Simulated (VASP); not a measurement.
# InSb3 (Fm-3m) in VASP: further runs, part 2 of 2

VASP 6.6.1. The steps go on from the part before.

**3. Single point, PBE (volume scaled by 0.97)**

The input, INCAR:

```
SYSTEM = InSb3
ALGO = Normal ; EDIFF = 1E-7
ENCUT = 520 ; GGA = PE
ISIF = 2 ; ISMEAR = 0
LASPH = .TRUE. ; LCHARG = .FALSE.
LREAL = .FALSE. ; LWAVE = .FALSE.
NBANDS = 22 ; NELM = 60
PREC = Accurate ; SIGMA = 0.1
```

The input, KPOINTS:

```
k-points
0
G
  10 10 10
  0 0 0
```

The input, POSCAR:

```
InSb3
1.0
    0.0000000000      3.7518275179      3.7518275179
    3.7518275179      0.0000000000      3.7518275179
    3.7518275179      3.7518275179      0.0000000000
In Sb
1 3
Direct
    0.0000000000      0.0000000000      0.0000000000
    0.2500000000      0.2500000000      0.2500000000
    0.7500000000      0.7500000000      0.7500000000
    0.5000000000      0.5000000000      0.5000000000
```

Potentials or basis: VASP PAW PBE potentials, release 64 (In_d, Sb).

Command:

```
$ cat potpaw_PBE.64/In_d/POTCAR potpaw_PBE.64/Sb/POTCAR > POTCAR
$ mpirun -np 1 vasp_std > vasp.out
```

OUTCAR:

```text
SYSTEM = InSb3
   EDIFF = 1E-7
   ENCUT = 520
   GGA = PE
   ISIF = 2
   ISMEAR = 0
   LASPH = .TRUE.
   LREAL = .FALSE.
   NELM = 60
   PREC = Accurate

 ion  position               nearest neighbor table
   1  0.000  0.000  0.000-   3 3.25   3 3.25   3 3.25   2 3.25   2 3.25   2 3.25   3 3.25   2 3.25
                             4 3.75   4 3.75   4 3.75   4 3.75   4 3.75   4 3.75
   2  0.250  0.250  0.250-   1 3.25   1 3.25   1 3.25   4 3.25   4 3.25   4 3.25   4 3.25   1 3.25
                             3 3.75   3 3.75   3 3.75   3 3.75   3 3.75   3 3.75
   3  0.750  0.750  0.750-   4 3.25   4 3.25   4 3.25   1 3.25   1 3.25   1 3.25   4 3.25   1 3.25
                             2 3.75   2 3.75   2 3.75   2 3.75   2 3.75   2 3.75
   4  0.500  0.500  0.500-   2 3.25   2 3.25   2 3.25   3 3.25   3 3.25   3 3.25   3 3.25   2 3.25
                             1 3.75   1 3.75   1 3.75   1 3.75   1 3.75   1 3.75

  LATTYP: Found a face centered cubic cell.
 ALAT       =     7.5036550358

  Lattice vectors:

 A1 = (   0.0000000000,   3.7518275179,   3.7518275179)
 A2 = (   3.7518275179,   0.0000000000,   3.7518275179)
 A3 = (   3.7518275179,   3.7518275179,   0.0000000000)

Analysis of symmetry for initial positions (statically):
=====================================================================
 Subroutine PRICEL returns:
 Original cell was already a primitive cell.

 Routine SETGRP: Setting up the symmetry group for a
 face centered cubic supercell.

 Subroutine GETGRP returns: Found 48 space group operations
 (whereof 48 operations were pure point group operations)
 out of a pool of 48 trial point group operations.

The static configuration has the point symmetry O_h .

Analysis of symmetry for dynamics (positions and initial velocities):
=====================================================================
 Subroutine PRICEL returns:
 Original cell was already a primitive cell.

 Routine SETGRP: Setting up the symmetry group for a
 face centered cubic supercell.

 Subroutine GETGRP returns: Found 48 space group operations
 (whereof 48 operations were pure point group operations)
 out of a pool of 48 trial point group operations.

The dynamic configuration has the point symmetry O_h .

 Subroutine INISYM returns: Found 48 space group operations
 (whereof 48 operations are pure point group operations),
 and found     1 'primitive' translations

----------------------------------------------------------------------------------------

                                     Primitive cell

  volume of cell :     105.6230

  direct lattice vectors                    reciprocal lattice vectors
     0.000000000  3.751827518  3.751827518    -0.133268387  0.133268387  0.133268387
     3.751827518  0.000000000  3.751827518     0.133268387 -0.133268387  0.133268387
     3.751827518  3.751827518  0.000000000     0.133268387  0.133268387 -0.133268387

  length of vectors
     5.305885359  5.305885359  5.305885359     0.230827617  0.230827617  0.230827617

  position of ions in fractional coordinates (direct lattice)
     0.000000000  0.000000000  0.000000000
     0.250000000  0.250000000  0.250000000
     0.750000000  0.750000000  0.750000000
[... 31 lines left out ...]
 ===========================================

 Found     47 irreducible k-points:

 Following reciprocal coordinates:
            Coordinates               Weight
  0.000000  0.000000  0.000000      1.000000
  0.100000  0.000000  0.000000      8.000000
  0.200000  0.000000  0.000000      8.000000
  0.300000  0.000000  0.000000      8.000000
  0.400000  0.000000  0.000000      8.000000
  0.500000  0.000000  0.000000      4.000000
[... 16 lines left out ...]
  0.300000  0.300000  0.000000      6.000000
  0.400000  0.300000  0.000000     24.000000
 [... further k-points ...]
   k-points           NKPTS =     47   k-points in BZ     NKDIM =     47   number of bands    NBANDS=     22
   number of dos      NEDOS =    301   number of ions     NIONS =      4
   total plane-waves  NPLWV =  64000
   dimension x,y,z NGX =    40 NGY =   40 NGZ =   40
   dimension x,y,z NGXF=    80 NGYF=   80 NGZF=   80
   ions per type =               1   3
   NGX,Y,Z   is equivalent  to a cutoff of  12.53, 12.53, 12.53 a.u.
   NGXF,Y,Z  is equivalent  to a cutoff of  25.07, 25.07, 25.07 a.u.
 SYSTEM =  InSb3
   PREC   = accura    normal or accurate (medium, high low for compatibility)
   ISTART =      0    job   : 0-new  1-cont  2-samecut
   ICHARG =      2    charge: 1-file 2-atom 10-const
   ISPIN  =      1    spin polarized calculation?
   LNONCOLLINEAR =      F non collinear calculations
   LSORBIT =      F    spin-orbit coupling
   LASPH  =      T    aspherical Exc in radial PAW
   ENCUT  =  520.0 eV  38.22 Ry    6.18 a.u.   9.87  9.87  9.87*2*pi/ulx,y,z
   NELM   =     60;   NELMIN=  2; NELMDL= -5     # of ELM steps
   EDIFF  = 0.1E-06   stopping-criterion for ELM
   LREAL  =      F    real-space projection
   EDIFFG = 0.1E-05   stopping-criterion for IOM
   NSW    =      0    number of steps for IOM
   IBRION =     -1    ionic relax: 0-MD 1-quasi-New 2-CG
   NFREE  =      0    steps in history (QN), initial steepest desc. (CG)
   ISIF   =      2    stress and relaxation
   ISYM   =      2    0-nonsym 1-usesym 2-fastsym
   POTIM  = 0.5000    time-step for ionic-motion
   TEBEG  =    0.0;   TEEND  =   0.0 temperature during run
   PSTRESS=    0.0 pullay stress
   NELECT =      28.0000    total number of electrons
   NUPDOWN=      -1.0000    fix difference up-down
   EMIN   =  10.00;   EMAX   =-10.00  energy-range for DOS
   EFERMI =   0.00;   METHOD = LEGACY
   ISMEAR =     0;   SIGMA  =   0.10  broadening in eV -4-tet -1-fermi 0-gaus
   EFERMI_NEDOS =   21; number of points for ismear=-14 and -15
   IALGO  =     38    algorithm
   IMIX   =      4    mixing-type and parameters
     AMIX     =   0.40;   BMIX     =  1.00
     AMIX_MAG =   1.60;   BMIX_MAG =  1.00
  volume/ion in A,a.u.               =      26.41       178.19
  Fermi-wavevector in a.u.,A,eV,Ry     =   1.051658  1.987346 15.047841  1.105985
  Thomas-Fermi vector in A             =   2.186710
   LORBIT       =      0    0 simple, 1 ext, 2 COOP (PROOUT), +10 PAW based schemes
   GGA     = PE    functional components
   LHFCALC =     F    Hartree Fock is set to
   AEXX    =    0.0000 exact exchange contribution
   IVDW    =     0    specifies the selected vdW correction
   LEPSILON=     F    determine dielectric tensor
   LRPA    =     F    only Hartree local field effects (RPA)
 non-spin polarized calculation
 Gauss-broadening in eV      SIGMA  =   0.10
  energy-cutoff  :      520.00
  volume of cell :      105.62
 maximum number of plane-waves:      2874
   NGX = 19   NGY = 19   NGZ = 19

 number of electron      27.9999997 magnetization

 Free energy of the ion-electron system (eV)
  ---------------------------------------------------
  ext. energy  EPLUGINS =         0.00000000
  ---------------------------------------------------
  free energy    TOTEN  =       -14.29083014 eV

  energy without entropy =      -14.28213210  energy(sigma->0) =      -14.28648112

 E-fermi :   8.3807     XC(G=0): -10.2907

 val. band max:        8.3247231880   @ k =   0.2000   0.0000   0.0000
 cond. band min:       8.3874889505   @ k =   0.5000   0.0000   0.0000
 fundamental gap:      0.0627657625
 Fermi energy:         8.3806633742

 k-point     1 :       0.0000    0.0000    0.0000
  band No.  band energies     occupation
      1      -6.1369      2.00000
      2      -6.1369      2.00000
      3      -6.1369      2.00000
      4      -6.1014      2.00000
      5      -6.1014      2.00000
      6      -4.0802      2.00000
[... 589 lines left out ...]
     21      12.9429      0.00000
     22      13.2164      0.00000

 [... further k-points ...]

------------------------ aborting loop because EDIFF is reached ----------------------------------------

  FORCE on cell =-STRESS in cart. coord.  units (eV):
  Direction    XX          YY          ZZ          XY          YZ          ZX
  --------------------------------------------------------------------------------------
  -------------------------------------------------------------------------------------
  Total        1.1143826      1.1143826      1.1143826      0.0000000      0.0000000      0.0000000
  in kB       16.9038774     16.9038774     16.9038774      0.0000000      0.0000000      0.0000000
  external PRESSURE =      16.9038774 kB  Pullay stress =       0.0000000 kB

 VOLUME and BASIS-vectors are now :
 -----------------------------------------------------------------------------
  energy-cutoff  :      520.00
  volume of cell :      105.62
      direct lattice vectors                 reciprocal lattice vectors
     0.000000000  3.751827518  3.751827518    -0.133268387  0.133268387  0.133268387
     3.751827518  0.000000000  3.751827518     0.133268387 -0.133268387  0.133268387
     3.751827518  3.751827518  0.000000000     0.133268387  0.133268387 -0.133268387

 POSITION                                       TOTAL-FORCE (eV/Angst)
 -----------------------------------------------------------------------------------
      0.00000      0.00000      0.00000         0.000000      0.000000      0.000000
      1.87591      1.87591      1.87591         0.000000      0.000000      0.000000
      5.62774      5.62774      5.62774        -0.000000     -0.000000     -0.000000
      3.75183      3.75183      3.75183         0.000000      0.000000      0.000000
 -----------------------------------------------------------------------------------
    total drift:                               -0.000000      0.000000      0.000000

  FREE ENERGIE OF THE ION-ELECTRON SYSTEM (eV)
  ---------------------------------------------------
  free  energy   TOTEN  =       -14.2908301425 eV

  energy  without entropy=      -14.2821321022  energy(sigma->0) =      -14.28648112
```

OSZICAR:

```text
N       E                     dE             d eps       ncg     rms          rms(c)
DAV:   1     0.191982650382E+03    0.19198E+03   -0.10944E+04  2076   0.118E+03
DAV:   2     0.242531521712E+01   -0.18956E+03   -0.18242E+03  2262   0.294E+02
DAV:   3    -0.137674007491E+02   -0.16193E+02   -0.15650E+02  2636   0.883E+01
DAV:   4    -0.143040210581E+02   -0.53662E+00   -0.53536E+00  2306   0.165E+01
DAV:   5    -0.143274980736E+02   -0.23477E-01   -0.23475E-01  3044   0.361E+00    0.384E+00
DAV:   6    -0.142982361696E+02    0.29262E-01   -0.56102E-02  2666   0.300E+00    0.214E+00
DAV:   7    -0.142911234825E+02    0.71127E-02   -0.26804E-02  2816   0.161E+00    0.242E-01
DAV:   8    -0.142907841432E+02    0.33934E-03   -0.23130E-03  2460   0.559E-01    0.802E-02
DAV:   9    -0.142908328531E+02   -0.48710E-04   -0.21202E-04  2350   0.984E-02    0.314E-02
DAV:  10    -0.142908301562E+02    0.26970E-05   -0.78452E-06  2870   0.190E-02    0.108E-02
DAV:  11    -0.142908308784E+02   -0.72222E-06   -0.14718E-06  2360   0.108E-02    0.340E-03
DAV:  12    -0.142908300701E+02    0.80828E-06   -0.19828E-07  1782   0.603E-03    0.634E-04
DAV:  13    -0.142908301425E+02   -0.72358E-07   -0.12434E-08  1310   0.101E-03
   1 F= -.14290830E+02 E0= -.14286481E+02  d E =-.869804E-02
```

Wall time 58 s (1 thread of Intel Xeon 6975P-C (Granite Rapids), shared host); peak memory 0.29 GiB.

What came out:

```yaml
Free_energy: -14.2908 eV
Pressure: 1.7 GPa
Band_gap_on_the_k_mesh: zero (band 14 reaches 9.56 eV, above the bottom of band 15 at 6.21 eV)
```

Caveat: spin-orbit coupling is left out, which moves the levels of the heavy elements.
